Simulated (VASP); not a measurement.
# Ta (C2/c) in VASP: notebook

Runs on Ta. Level: r2SCAN. Tasks: single point.

Program: VASP 6.6.1. These are calculated values, not measurements. Logs are shortened: lines on timing, memory, paths and dates and some standing lists are left out, and cuts for length are marked.

### 1 The cell of the first run

The typed cell holds 2 atoms: a = 4.943 Å, b = 4.943 Å, c = 2.839 Å, α = 97.79°, β = 97.79°, γ = 147.61°.

### 2 Single point, r2SCAN (16.24 Å³/atom)

File POSCAR:

```
Ta
1.0
   -3.3564648300      3.3560370043      1.3787403636
    3.3560370043     -3.3564648300      1.3787403636
    1.7547718386      1.7547718386     -1.3795239271
Ta
2
Direct
    0.9999358771      0.0000641229      0.0000000000
    0.7500641229      0.2499358771      0.5000000000
```

File INCAR.step1:

```
PREC = Accurate
ENCUT = 520
ISMEAR = -1
SIGMA = 0.1
LREAL = False
LASPH = True
NELM = 80
NBANDS = 18
GGA = PE
ALGO = Normal
EDIFF = 1E-4
LWAVE = True
LCHARG = False
```

File INCAR.step2:

```
PREC = Accurate
ENCUT = 520
EDIFF = 1E-6
ISMEAR = -1
SIGMA = 0.1
LREAL = False
LASPH = True
NELM = 80
ALGO = Normal
ISIF = 2
LWAVE = False
LCHARG = False
METAGGA = R2SCAN
LMIXTAU = True
NBANDS = 18
ISTART = 1
```

File KPOINTS:

```
regular mesh
0
Gamma
  14 14 14
```

Potentials or basis: VASP PAW PBE potentials, release 64 (Ta_pv).

On the command line:

```bash
$ cat potpaw_PBE.64/Ta_pv/POTCAR > POTCAR
$ cp INCAR.step1 INCAR
$ mpirun -np 1 vasp_std > vasp.out
$ cp INCAR.step2 INCAR
$ mpirun -np 1 vasp_std > vasp.out
```

OUTCAR:

```text
PREC = Accurate
   ENCUT = 520
   EDIFF = 1E-6
   ISMEAR = -1
   LREAL = False
   LASPH = True
   NELM = 80
   ISIF = 2
   METAGGA = R2SCAN
   ISTART = 1

 ion  position               nearest neighbor table
   1  1.000  0.000  0.000-   2 2.76   2 2.76   2 2.77   2 2.77   2 3.38   2 3.38   2 3.38   2 3.38

   2  0.750  0.250  0.500-   1 2.76   1 2.76   1 2.77   1 2.77   1 3.38   1 3.38   1 3.38   1 3.38

  Warning from LATTYP: Got some problem with cell dimensions!
  Tried to take original basis but could not verify dimensions!
  LATTYP: Found a base centered monoclinic cell.
 ALAT       =     2.7574807936
 B/A-ratio  =     3.4426028111
 C/A-ratio  =     1.0291981554
 COS(beta)  =    -0.4853471571

  Lattice vectors:

 A1 = (   3.3564648300,  -3.3560370043,  -1.3787403636)
 A2 = (  -3.3560370043,   3.3564648300,  -1.3787403636)
 A3 = (   1.7543440129,   1.7543440129,   1.3779568001)

Analysis of symmetry for initial positions (statically):
=====================================================================
 Subroutine PRICEL returns:
 Original cell was already a primitive cell.

 Routine SETGRP: Setting up the symmetry group for a
 base centered monoclinic supercell.

 Subroutine GETGRP returns: Found  4 space group operations
 (whereof  2 operations were pure point group operations)
 out of a pool of  4 trial point group operations.

The static configuration has the point symmetry C_2 .
 The point group associated with its full space group is C_2h.

Analysis of symmetry for dynamics (positions and initial velocities):
=====================================================================
 Subroutine PRICEL returns:
 Original cell was already a primitive cell.

 Routine SETGRP: Setting up the symmetry group for a
 base centered monoclinic supercell.

 Subroutine GETGRP returns: Found  4 space group operations
 (whereof  2 operations were pure point group operations)
 out of a pool of  4 trial point group operations.

The dynamic configuration has the point symmetry C_2 .
 The point group associated with its full space group is C_2h.

 Subroutine INISYM returns: Found  4 space group operations
 (whereof  2 operations are pure point group operations),
 and found     1 'primitive' translations

[... 84 lines left out ...]
 SYSTEM =  unknown system
   PREC   = accura    normal or accurate (medium, high low for compatibility)
   ISTART =      1    job   : 0-new  1-cont  2-samecut
   ICHARG =      0    charge: 1-file 2-atom 10-const
   ISPIN  =      1    spin polarized calculation?
   LNONCOLLINEAR =      F non collinear calculations
   LSORBIT =      F    spin-orbit coupling
   LASPH  =      T    aspherical Exc in radial PAW
   ENCUT  =  520.0 eV  38.22 Ry    6.18 a.u.   9.19  9.19  5.28*2*pi/ulx,y,z
   NELM   =     80;   NELMIN=  2; NELMDL=  0     # of ELM steps
   EDIFF  = 0.1E-05   stopping-criterion for ELM
   LREAL  =      F    real-space projection
   EDIFFG = 0.1E-04   stopping-criterion for IOM
   NSW    =      0    number of steps for IOM
   IBRION =     -1    ionic relax: 0-MD 1-quasi-New 2-CG
   NFREE  =      0    steps in history (QN), initial steepest desc. (CG)
   ISIF   =      2    stress and relaxation
   ISYM   =      2    0-nonsym 1-usesym 2-fastsym
   POTIM  = 0.5000    time-step for ionic-motion
   TEBEG  =    0.0;   TEEND  =   0.0 temperature during run
   PSTRESS=    0.0 pullay stress
   NELECT =      22.0000    total number of electrons
   NUPDOWN=      -1.0000    fix difference up-down
   EMIN   =  10.00;   EMAX   =-10.00  energy-range for DOS
   EFERMI =   0.00;   METHOD = LEGACY
   ISMEAR =    -1;   SIGMA  =   0.10  broadening in eV -4-tet -1-fermi 0-gaus
   EFERMI_NEDOS =   21; number of points for ismear=-14 and -15
   IALGO  =     38    algorithm
   IMIX   =      4    mixing-type and parameters
     AMIX     =   0.40;   BMIX     =  1.00
     AMIX_MAG =   1.60;   BMIX_MAG =  1.00
  volume/ion in A,a.u.               =      16.24       109.58
  Fermi-wavevector in a.u.,A,eV,Ry     =   1.437786  2.717021 28.126345  2.067228
  Thomas-Fermi vector in A             =   2.556825
   LORBIT       =      0    0 simple, 1 ext, 2 COOP (PROOUT), +10 PAW based schemes
   METAGGA = R2SCAN    functional components
   LHFCALC =     F    Hartree Fock is set to
   AEXX    =    0.0000 exact exchange contribution
   IVDW    =     0    specifies the selected vdW correction
   LEPSILON=     F    determine dielectric tensor
   LRPA    =     F    only Hartree local field effects (RPA)
 non-spin polarized calculation
  energy-cutoff  :      520.00
  volume of cell :       32.48
 maximum number of plane-waves:       886
 NGX is ok and might be reduce to    40
   NGX = 19   NGY = 19   NGZ = 11

 number of electron      21.9999998 magnetization

 Free energy of the ion-electron system (eV)
  ---------------------------------------------------
  ext. energy  EPLUGINS =         0.00000000
  ---------------------------------------------------
  free energy    TOTEN  =       -96.52521461 eV

  energy without entropy =      -96.46616338  energy(sigma->0) =      -96.49568899

 E-fermi :   6.4866     XC(G=0): -14.3656

 val. band max:        6.4822583554   @ k =  -0.3571   0.2143   0.5000
 cond. band min:       6.4876998925   @ k =  -0.2143  -0.4286   0.1429
 fundamental gap:      0.0054415371
 Fermi energy:         6.4866418735

 k-point     1 :       0.0000    0.0000    0.0000
  band No.  band energies     occupation
      1     -29.3559      2.00000
      2     -27.8151      2.00000
      3     -27.5935      2.00000
      4     -27.5826      2.00000
      5     -27.5742      2.00000
      6     -27.5362      2.00000
[... 481 lines left out ...]
      5     -27.8783      2.00000
      6     -27.7155      2.00000
[... 10 lines left out ...]
     17      14.1311      0.00000
     18      16.3873      0.00000

 [... further k-points ...]
[... 5 lines left out ...]
  --------------------------------------------------------------------------------------
  -------------------------------------------------------------------------------------
  Total        6.7751798      6.7751798      6.1331223      0.2130739      0.0033670      0.0033670
  in kB      334.2464650    334.2464650    302.5712264     10.5117774      0.1661089      0.1661062
  external PRESSURE =     323.6880521 kB  Pullay stress =       0.0000000 kB

 VOLUME and BASIS-vectors are now :
 -----------------------------------------------------------------------------
  energy-cutoff  :      520.00
  volume of cell :       32.48
      direct lattice vectors                 reciprocal lattice vectors
    -3.356464830  3.356037004  1.378740364     0.068079146  0.217054897  0.362694099
     3.356037004 -3.356464830  1.378740364     0.217054897  0.068079146  0.362694099
     1.754771839  1.754771839 -1.379523927     0.284972087  0.284972087  0.000088427

 POSITION                                       TOTAL-FORCE (eV/Angst)
 -----------------------------------------------------------------------------------
     -3.35603      3.35561      1.37874        -0.014145      0.014145      0.000000
     -0.80138      2.55573      0.68898         0.014145     -0.014145     -0.000000
 -----------------------------------------------------------------------------------
    total drift:                                0.000000     -0.000000      0.000000

  FREE ENERGIE OF THE ION-ELECTRON SYSTEM (eV)
  ---------------------------------------------------
  free  energy   TOTEN  =       -96.5252146056 eV

  energy  without entropy=      -96.4661633844  energy(sigma->0) =      -96.49568899
```

OSZICAR.step1:

```text
N       E                     dE             d eps       ncg     rms          rms(c)
DAV:   1     0.176177196319E+03    0.17618E+03   -0.12570E+04 26784   0.129E+03
DAV:   2    -0.192958094852E+02   -0.19547E+03   -0.19203E+03 33156   0.367E+02
DAV:   3    -0.236530148221E+02   -0.43572E+01   -0.43097E+01 31046   0.520E+01
DAV:   4    -0.236809258209E+02   -0.27911E-01   -0.27890E-01 30370   0.439E+00
DAV:   5    -0.236811192585E+02   -0.19344E-03   -0.19343E-03 30152   0.340E-01    0.229E+01
DAV:   6    -0.231254589436E+02    0.55566E+00   -0.51207E-01 29818   0.667E+00    0.119E+01
DAV:   7    -0.229340260874E+02    0.19143E+00   -0.52317E-01 31146   0.644E+00    0.495E-01
DAV:   8    -0.229312746710E+02    0.27514E-02   -0.11556E-02 29298   0.980E-01    0.145E-01
DAV:   9    -0.229312790997E+02   -0.44287E-05   -0.18462E-04 28010   0.128E-01
   1 F= -.22931279E+02 E0= -.22900460E+02  d E =-.616388E-01
```

Run time: 14 min. Hardware: 1 thread of Intel Xeon 6975P-C (Granite Rapids), shared host; peak memory 0.48 GiB.

Results:

```yaml
Free_energy: -96.5252 eV
Pressure: 32.4 GPa
Largest_force: 0.020 eV/Å
Band_gap_on_the_k_mesh: zero (bands 11 and 12 overlap by 3.27 eV)
```

Forces in eV/Å, atoms in the order of the input:
```
Ta  -0.014  0.014  0.000
Ta   0.014 -0.014  0.000
```

Levels at points of the mesh, in eV from the Fermi level:
```csv
k point,band 8,band 9,band 10,band 11,band 12,band 13,band 14,band 15
"(0.00, 0.00, 0.00)",-5.31,-0.66,0.15,0.86,1.63,1.74,1.84,2.45
"(0.50, 0.00, 0.00)",-4.62,-3.85,-1.12,0.68,1.24,3.33,5.11,7.24
"(0.50, 0.50, 0.00)",-6.62,-1.26,-1.24,0.53,0.55,2.35,2.36,3.16
"(0.00, 0.00, 0.50)",-4.17,-2.21,-2.21,-0.90,-0.90,4.68,4.68,7.78
"(0.50, 0.00, 0.50)",-4.62,-3.85,-1.12,0.67,1.25,3.33,5.11,7.22
"(0.50, 0.50, 0.50)",-5.32,-2.67,-2.67,2.23,2.23,3.64,3.64,7.77
```

Caveat: the cell stands under pressure; the PAW data sets were made with another functional, which shifts forces and pressure a little; spin-orbit coupling is left out, which moves the levels of the heavy elements.

### 3 Single point, r2SCAN

This run uses another cell than the first one, of 18.45 Å³/atom.

File POSCAR:

```
Ta
1.0
   -3.5025784946      3.5021320448      1.4387597046
    3.5021320448     -3.5025784946      1.4387597046
    1.8311605860      1.8311605860     -1.4395773781
Ta
2
Direct
    0.9999358771      0.0000641229      0.0000000000
    0.7500641229      0.2499358771      0.5000000000
```

File INCAR.step1:

```
ALGO     = Normal         # electronic algorithm
EDIFF    = 1E-4           # SCF threshold, eV
ENCUT    = 520            # plane-wave cutoff, eV
GGA      = PE             # functional
ISMEAR   = -1             # smearing method
ISYM     = 0            
LASPH    = True           # aspherical terms in the spheres
LCHARG   = False          # write CHGCAR
LREAL    = False          # projectors in reciprocal space
LWAVE    = True           # write WAVECAR
NBANDS   = 18             # bands
NELM     = 60             # most SCF steps
PREC     = Accurate       # precision mode
SIGMA    = 0.1            # smearing width, eV
```

File INCAR.step2:

```
ALGO     = Normal         # electronic algorithm
EDIFF    = 1E-6           # SCF threshold, eV
ENCUT    = 520            # plane-wave cutoff, eV
ISIF     = 2              # what is computed and relaxed
ISMEAR   = -1             # smearing method
ISTART   = 1            
ISYM     = 0            
LASPH    = True           # aspherical terms in the spheres
LCHARG   = False          # write CHGCAR
LMIXTAU  = True         
LREAL    = False          # projectors in reciprocal space
LWAVE    = False          # write WAVECAR
METAGGA  = R2SCAN         # meta-GGA
NBANDS   = 18             # bands
NELM     = 60             # most SCF steps
PREC     = Accurate       # precision mode
SIGMA    = 0.1            # smearing width, eV
```

File KPOINTS:

```
k-points
0
Gamma
  13 13 9
```

Potentials or basis: VASP PAW PBE potentials, release 64 (Ta_pv).

On the command line:

```bash
$ cat potpaw_PBE.64/Ta_pv/POTCAR > POTCAR
$ cp INCAR.step1 INCAR
$ mpirun -np 1 vasp_std > vasp.out
$ cp INCAR.step2 INCAR
$ mpirun -np 1 vasp_std > vasp.out
```

It took 14 min on 1 thread of Intel Xeon 6975P-C (Granite Rapids), shared host; peak memory 0.54 GiB.

Results (log left out):

```
Free energy            : -96.9369 eV
Pressure               : 0.6 GPa
Band gap on the k mesh : zero (bands 11 and 12 overlap by 2.23 eV)
```

Stress tensor (GPa, compression positive):
```
 0.54 -0.05  0.00
-0.05  0.54  0.00
 0.00  0.00  0.60
```

Levels at points of the mesh, in eV from the Fermi level:
| k point | band 7 | band 8 | band 9 | band 10 | band 11 | band 12 | band 13 | band 14 | band 15 | band 16 |
| --- | --- | --- | --- | --- | --- | --- | --- | --- | --- | --- |
| (0.00, 0.00, 0.00) | -8.43 | -4.75 | -0.41 | 0.32 | 0.43 | 1.61 | 1.64 | 1.77 | 2.28 | 4.42 |

Caveat: the PAW data sets were made with another functional, which shifts forces and pressure a little; spin-orbit coupling is left out, which moves the levels of the heavy elements.
